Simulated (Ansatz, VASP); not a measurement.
## One calculation of Si, two programs

```
CELL_PARAMETERS angstrom
-2.29602 2.41587 1.27500
2.29602 -2.41587 1.27500
2.29602 2.41587 -1.27500
ATOMIC_POSITIONS crystal
Si 0.80700 0.55700 0.25000
Si 0.19300 0.44300 0.75000
```

Change from the starting cell: equal xx and yy strain of +2 %.

Alike in both runs: task single point; functional PBE; k mesh 16 × 16 × 16; occupations fermi-dirac, width 0.05 eV; no spin polarisation.

|  | VASP | Ansatz |
| --- | --- | --- |
| version | VASP 6.6.1 | Ansatz 0.2.0 |
| potentials or method | VASP PAW PBE potentials, release 64 (Si), cutoff 520 eV | all-electron LAPW, scalar-relativistic |

Ansatz gave:

* pressure (GPa): 9.3
* traceless stress, the component that is largest in VASP (GPa): 1.06
* rms of the force components (eV/Å): 0.016

Q: Estimate VASP's values.

A: Pressure (GPa): 9.2; traceless stress, the component that is largest in VASP (GPa): 1.06; rms of the force components (eV/Å): 0.017.

Atom by atom the forces differ by 0.002 eV/Å (rms over components). Ansatz ran all-electron here, and VASP with PAW potentials.
